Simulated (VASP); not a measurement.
# Cd (Fm-3m) in VASP: further runs, part 2 of 2

VASP 6.6.1. The steps go on from the part before.

**3. Single point, PBEsol+D4, non-collinear spin, typed start, spin-orbit coupling**

This run uses another cell than the first one, of 21.83 Å³/atom, 1.020 times its volume.

INCAR reads:

```
SYSTEM = Cd
ALGO = Normal
EDIFF = 1E-6
ENCUT = 520
GGA = PS
GGA_COMPAT = .FALSE.
ISIF = 2
ISMEAR = 1
IVDW = 13
LASPH = .TRUE.
LCHARG = .FALSE.
LORBIT = 11
LORBMOM = .TRUE.
LREAL = .FALSE.
LSORBIT = .TRUE.
LWAVE = .FALSE.
MAGMOM = 0 0 0.5
NBANDS = 23
NELM = 150
PREC = Accurate
SIGMA = 0.05
```

KPOINTS reads:

```
k-points
0
G
  8 8 8
  0 0 0
```

POSCAR reads:

```
Cd
1.0
    0.0000000000      2.2181497500      2.2181497500
    2.2181497500      0.0000000000      2.2181497500
    2.2181497500      2.2181497500      0.0000000000
Cd
1
Direct
    0.0000000000      0.0000000000      0.0000000000
```

Potentials or basis: VASP PAW PBE potentials, release 64 (Cd).

Run with:

```bash
$ cat potpaw_PBE.64/Cd/POTCAR > POTCAR
$ mpirun -np 1 vasp_ncl > vasp.out
```

OUTCAR:

```text
SYSTEM = Cd
   EDIFF = 1E-6
   ENCUT = 520
   GGA = PS
   ISIF = 2
   ISMEAR = 1
   IVDW = 13
   LASPH = .TRUE.
   LORBIT = 11
   LREAL = .FALSE.
   LSORBIT = .TRUE.
   NELM = 150
   PREC = Accurate

 ion  position               nearest neighbor table
   1  0.000  0.000  0.000-

  LATTYP: Found a face centered cubic cell.
 ALAT       =     4.4362995000

  Lattice vectors:

 A1 = (   0.0000000000,   2.2181497500,   2.2181497500)
 A2 = (   2.2181497500,   0.0000000000,   2.2181497500)
 A3 = (   2.2181497500,   2.2181497500,   0.0000000000)

Analysis of symmetry for initial positions (statically):
=====================================================================
 Subroutine PRICEL returns:
 Original cell was already a primitive cell.

 Routine SETGRP: Setting up the symmetry group for a
 face centered cubic supercell.

 Subroutine GETGRP returns: Found 48 space group operations
 (whereof 48 operations were pure point group operations)
 out of a pool of 48 trial point group operations.

The static configuration has the point symmetry O_h .

Analysis of symmetry for dynamics (positions and initial velocities):
=====================================================================
[... 836 lines left out ...]
  ---------------------------------------------------
  free  energy   TOTEN  =        -1.4403128999 eV

  energy  without entropy=       -1.4401853077  energy(sigma->0) =       -1.44027037

 orbital moment (x)

 # of ion     p       d       tot
 ----------------------------------------
  1         0.000  -0.000  -0.000
 ----------------------------------------
            0.000  -0.000  -0.000

 orbital moment (y)

 # of ion     p       d       tot
 ----------------------------------------
  1         0.000  -0.000  -0.000
 ----------------------------------------
            0.000  -0.000  -0.000

 orbital moment (z)

 # of ion     p       d       tot
 ----------------------------------------
  1         0.000   0.000   0.000
 ----------------------------------------
            0.000   0.000   0.000

 Spin-Orbit-Coupling matrix elements

 Ion:    1  E_soc:     -0.0582570
 l=   1
     0.0000000    -0.0025100    -0.0025100
    -0.0025100     0.0000000    -0.0025100
    -0.0025100    -0.0025100     0.0000000
 l=   2
     0.0000000    -0.0014295     0.0000000    -0.0014295    -0.0057699
    -0.0014295     0.0000000    -0.0043274    -0.0014295    -0.0014425
     0.0000000    -0.0043274     0.0000000    -0.0043274     0.0000000
    -0.0014295    -0.0014295    -0.0043274     0.0000000    -0.0014425
    -0.0057699    -0.0014425     0.0000000    -0.0014425     0.0000000
 l=   3
     0.0000000     0.0000000     0.0000000     0.0000000     0.0000000     0.0000000     0.0000000
     0.0000000     0.0000000     0.0000000     0.0000000     0.0000000     0.0000000     0.0000000
     0.0000000     0.0000000     0.0000000     0.0000000     0.0000000     0.0000000     0.0000000
     0.0000000     0.0000000     0.0000000     0.0000000     0.0000000     0.0000000     0.0000000
     0.0000000     0.0000000     0.0000000     0.0000000     0.0000000     0.0000000     0.0000000
     0.0000000     0.0000000     0.0000000     0.0000000     0.0000000     0.0000000     0.0000000
     0.0000000     0.0000000     0.0000000     0.0000000     0.0000000     0.0000000     0.0000000

 total charge

# of ion       s       p       d       tot
------------------------------------------
    1        0.536   0.281   9.485  10.302

 magnetization (x)

# of ion       s       p       d       tot
------------------------------------------
    1        0.000   0.000   0.000   0.000

 magnetization (y)

# of ion       s       p       d       tot
------------------------------------------
    1        0.000   0.000   0.000   0.000

 magnetization (z)

# of ion       s       p       d       tot
------------------------------------------
    1        0.000   0.000   0.000   0.000
```

stdout:

```text
POSCAR found type information on POSCAR Cd
 POSCAR found :  1 types and       1 ions
 scaLAPACK will be used
 -----------------------------------------------------------------------------
|                                                                             |
|                                                                             |
|     You enforced a specific xc type in the INCAR file but a different       |
|     I HOPE YOU KNOW WHAT YOU ARE DOING!                                     |
|                                                                             |
 -----------------------------------------------------------------------------

 LDA part: xc-table for (Slater+PW92), standard interpolation
 POSCAR, INCAR and KPOINTS ok, starting setup
 FFT: planning ... GRIDC
 FFT: planning ... GRID_SOFT
 FFT: planning ... GRID
 WAVECAR not read
 entering main loop
```

Run time: 37 s. Hardware: 1 thread of Intel Xeon 6975P-C (Granite Rapids), shared host; peak memory 0.21 GiB.

Results:

```
Free energy                                           : -1.4403 eV
Pressure                                              : -3.5 GPa
Net moment                                            : 0.00 μB per cell
Valence electrons inside the program's atomic spheres : Cd 10.30
Dispersion energy per atom                            : -0.234 eV
```

Moments on the atoms (μB; x, y, z):
```
Cd  0.00 0.00 0.00
```

Caveat: the PAW data sets were made with another functional, which shifts forces and pressure a little.

**4. Single point, PBEsol+D4, non-collinear spin, typed start, spin-orbit coupling (volume scaled by 1.02)**

INCAR reads:

```
ALGO     = Fast           # electronic algorithm
EDIFF    = 1E-7           # SCF threshold, eV
ENCUT    = 520            # plane-wave cutoff, eV
GGA      = PS             # functional
GGA_COMPAT= F            
ISIF     = 2              # what is computed and relaxed
ISMEAR   = 1              # smearing method
IVDW     = 13             # dispersion correction
LASPH    = T              # aspherical terms in the spheres
LCHARG   = F              # write CHGCAR
LORBIT   = 11             # projections on sites
LORBMOM  = T            
LREAL    = F              # projectors in reciprocal space
LSORBIT  = T              # spin-orbit coupling
LWAVE    = F              # write WAVECAR
MAGMOM   = 0 0 0.5        # initial moments
NBANDS   = 23             # bands
NELM     = 150            # most SCF steps
PREC     = Accurate       # precision mode
SIGMA    = 0.05           # smearing width, eV
```

KPOINTS reads:

```
k-points
0
Gamma
  8 8 8
```

POSCAR reads:

```
Cd
1.0
    0.0000000000      2.2328399116      2.2328399116
    2.2328399116      0.0000000000      2.2328399116
    2.2328399116      2.2328399116      0.0000000000
Cd
1
Direct
    0.0000000000      0.0000000000      0.0000000000
```

Run with:

```bash
$ cat potpaw_PBE.64/Cd/POTCAR > POTCAR
$ mpirun -np 1 vasp_ncl > vasp.out
```

Wall time 39 s (1 thread of Intel Xeon 6975P-C (Granite Rapids), shared host); peak memory 0.22 GiB.

Results (log left out):

```
Free energy                                           : -1.4296 eV
Pressure                                              : -4.4 GPa
Net moment                                            : 0.00 μB per cell
Valence electrons inside the program's atomic spheres : Cd 10.29
Dispersion energy per atom                            : -0.229 eV
```

Moments on the atoms (μB; x, y, z):
```
Cd  0.00 0.00 0.00
```

Caveat: the cell differs from its parent crystal (volume scaled by 1.02); the PAW data sets were made with another functional, which shifts forces and pressure a little.

**5. Single point, PBEsol+D4, non-collinear spin, typed start, spin-orbit coupling (volume scaled by 1.04)**

INCAR reads:

```
PREC     = Accurate       # precision mode
ENCUT    = 520            # plane-wave cutoff, eV
EDIFF    = 1E-6           # SCF threshold, eV
ISMEAR   = 1              # smearing method
SIGMA    = 0.05           # smearing width, eV
LREAL    = F              # projectors in reciprocal space
LASPH    = T              # aspherical terms in the spheres
NELM     = 150            # most SCF steps
ALGO     = Normal         # electronic algorithm
ISIF     = 2              # what is computed and relaxed
LWAVE    = F              # write WAVECAR
LCHARG   = F              # write CHGCAR
MAGMOM   = 0 0 0.5        # initial moments
LORBIT   = 11             # projections on sites
LSORBIT  = T              # spin-orbit coupling
GGA_COMPAT= F            
LORBMOM  = T            
GGA      = PS             # functional
IVDW     = 13             # dispersion correction
NBANDS   = 23             # bands
```

KPOINTS reads:

```
Automatic mesh
0
Gamma
  8 8 8
```

POSCAR reads:

```
Cd
1.0
    0.0000000000      2.2473392783      2.2473392783
    2.2473392783      0.0000000000      2.2473392783
    2.2473392783      2.2473392783      0.0000000000
Cd
1
Direct
    0.0000000000      0.0000000000      0.0000000000
```

Run with:

```bash
$ cat potpaw_PBE.64/Cd/POTCAR > POTCAR
$ mpirun -np 1 vasp_ncl > vasp.out
```

Wall time 40 s (1 thread of Intel Xeon 6975P-C (Granite Rapids), shared host); peak memory 0.22 GiB.

It converged, with:

```yaml
Free_energy: -1.4167 eV
Pressure: -5.1 GPa
Net_moment: 0.00 μB per cell
Valence_electrons_inside_the_program's_atomic_spheres: Cd 10.28
Dispersion_energy_per_atom: -0.225 eV
```

Moments on the atoms (μB; x, y, z):
```
Cd  0.00 0.00 0.00
```

Caveat: the cell differs from its parent crystal (volume scaled by 1.04); the PAW data sets were made with another functional, which shifts forces and pressure a little.

**6. Single point, PBEsol+D4, non-collinear spin, typed start, spin-orbit coupling (volume scaled by 1.06)**

INCAR reads:

```
PREC = Accurate ; ENCUT = 520
EDIFF = 1E-6 ; ISMEAR = 1
SIGMA = 0.05 ; LREAL = F
LASPH = T ; NELM = 150
ALGO = Fast ; ISIF = 2
LWAVE = F ; LCHARG = T
MAGMOM = 0 0 0.5 ; LORBIT = 11
LSORBIT = T ; GGA_COMPAT = F
LORBMOM = T ; GGA = PS
IVDW = 13 ; LVHAR = T
NBANDS = 23
```

KPOINTS is that of step 5.

POSCAR reads:

```
Cd
1.0
    0.0000000000      2.2616539272      2.2616539272
    2.2616539272      0.0000000000      2.2616539272
    2.2616539272      2.2616539272      0.0000000000
Cd
1
Direct
    0.0000000000      0.0000000000      0.0000000000
```

Potentials or basis: VASP PAW PBE potentials, release 64 (Cd).

Run with:

```bash
$ cat potpaw_PBE.64/Cd/POTCAR > POTCAR
$ mpirun -np 1 vasp_ncl > vasp.out
```

Wall time 57 s (1 thread of Intel Xeon 6975P-C (Granite Rapids), shared host); peak memory 0.22 GiB.

Results (log left out):

| Quantity | Value |
| --- | --- |
| Free energy | -1.4020 eV |
| Pressure | -5.7 GPa |
| Net moment | 0.00 μB per cell |
| Valence electrons inside the program's atomic spheres | Cd 10.28 |
| Dispersion energy per atom | -0.221 eV |

Moments on the atoms (μB; x, y, z):
```
Cd  0.00 0.00 0.00
```

Caveat: the cell differs from its parent crystal (volume scaled by 1.06); the PAW data sets were made with another functional, which shifts forces and pressure a little.

**7. Summary**

```tsv
cell	pressure (GPa)	moment (μB)
a = 3.116 Å, angles 60.0°, 1 atom	-2.6	0.00
a = 3.137 Å, angles 60.0°, 1 atom	-3.5	0.00
a = 3.158 Å, angles 60.0°, 1 atom	-4.4	0.00
a = 3.178 Å, angles 60.0°, 1 atom	-5.1	0.00
a = 3.198 Å, angles 60.0°, 1 atom	-5.7	0.00
```

Alike in all rows: task single point; level PBEsol+D4; potentials or basis VASP PAW PBE potentials, release 64 (Cd); spin non-collinear, typed start, SOC; k mesh 8 × 8 × 8; cutoff (eV) 520; smearing methfessel-paxton 0.05 eV.

Caveats: the PAW data sets were made with another functional, which shifts forces and pressure a little.

Total energies depend on the potentials used, so only differences within one code and one set of settings carry meaning.
